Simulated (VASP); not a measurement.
A run of VASP 6.6.1 is set up as follows.

Contents of INCAR:

```
SYSTEM = InP
ALGO = Normal
EDIFF = 1E-6
ENCUT = 520
GGA = PS
GGA_COMPAT = .False.
ISIF = 2
ISMEAR = 1
LASPH = .True.
LCHARG = .False.
LORBIT = 11
LORBMOM = .True.
LREAL = .False.
LSORBIT = .True.
LWAVE = .False.
MAGMOM = 0 0 0 0 0 0
NBANDS = 30
NELM = 150
PREC = Accurate
SIGMA = 0.05
```

Contents of KPOINTS:

```
k-points
0
Gamma
  7 7 7
  0 0 0
```

File POSCAR:

```
InP
1.0
    0.0000000000      2.7688340000      2.7688340000
    2.7688340000      0.0000000000      2.7688340000
    2.7688340000      2.7688340000      0.0000000000
In P
1 1
Direct
    0.0000000000      0.0000000000      0.0000000000
    0.5000000000      0.5000000000      0.5000000000
```

Potentials or basis: VASP PAW PBE potentials, release 64 (In_d, P).

Run with:

```bash
$ cat potpaw_PBE.64/In_d/POTCAR potpaw_PBE.64/P/POTCAR > POTCAR
$ mpirun -np 1 vasp_ncl > vasp.out
```

(1) What does it give for the net moment?

(2) What does it give for the pressure?

Results:

(1) 0.00 μB per cell.

(2) -3.4 GPa.

Caveat: the PAW data sets were made with another functional, which shifts forces and pressure a little.
